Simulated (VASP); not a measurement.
A run of VASP 6.6.1 is set up as follows.

File INCAR:

```
PREC = Accurate
ENCUT = 520
EDIFF = 1E-6
ISMEAR = 0
SIGMA = 0.01
LREAL = False
LASPH = True
NELM = 100
ALGO = Normal
ISIF = 2
LWAVE = False
LCHARG = False
IBRION = 2
NSW = 50
EDIFFG = -0.002
```

The input KPOINTS:

```
Automatic mesh
0
Gamma
  8 8 8
```

The input POSCAR:

```
SiC
1.0
    0.0108224269      2.1698965865      2.1698965865
    2.1698965865      0.0108224269      2.1698965865
    2.1698965865      2.1698965865      0.0108224269
Si C
1 1
Direct
    0.0000000000      0.0000000000      0.0000000000
    0.7500000000      0.7500000000      0.7500000000
```

Potentials or basis: VASP PAW LDA potentials, release 64 (Si, C).

Command:

```bash
$ cat potpaw_LDA.64/Si/POTCAR potpaw_LDA.64/C/POTCAR > POTCAR
$ mpirun -np 1 vasp_std > vasp.out
```

Task: Estimate the energy gained by relaxing.

Result: 0.1 meV/atom.

Task: Estimate the band gap on the k mesh.

Result: 1.26 eV, indirect (least direct gap 4.47 eV).

Stress tensor (GPa, compression positive):
```
 0.43 -1.27 -1.27
-1.27  0.43 -1.27
-1.27 -1.27  0.43
```

Caveat: the cell differs from its parent crystal (equal xy, yz and zx engineering shears of +0.5 %). A k mesh can miss the band edges.
